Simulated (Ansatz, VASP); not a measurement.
## One calculation of BaTiO3, two programs

```xyz
5
Lattice="3.9542 0.0000 0.0000 0.0000 3.9542 0.0000 0.0000 0.0000 4.0238" Properties=species:S:1:pos:R:3 pbc="T T T"
Ba    0.0000    0.0000    0.0000
Ti    1.9771    1.9771    2.0119
O     1.9771    1.9771    0.0000
O     1.9771    0.0000    2.0119
O     0.0000    1.9771    2.0119
```

Change from the starting cell: epitaxial_xy strain -1.0%.

Alike in both runs: task single point; functional r2SCAN; k mesh 6 × 6 × 6; no spin polarisation.

```csv
,VASP,Ansatz
version,VASP 6.6.1,Ansatz 0.2.0
potentials or method,"VASP PAW PBE potentials, release 64 (Ba_sv, Ti_sv, O)","plane waves, PAW"
plane-wave cutoff (eV),520,500
occupations,"gaussian, width 0.01 eV",fixed
valence electrons in the cell,40,40
```

```csv
,VASP,Ansatz,Ansatz less VASP
gap on the k mesh at the Fermi level (eV),2.14,2.17,+0.023
pressure (GPa),4.5,2.4,-2.09
"traceless stress, the component that is largest in VASP (GPa)",-2.53,-2.44,+0.091
```

VASP's potentials were made for PBE, not for r2SCAN.

Spin-orbit coupling is off throughout.
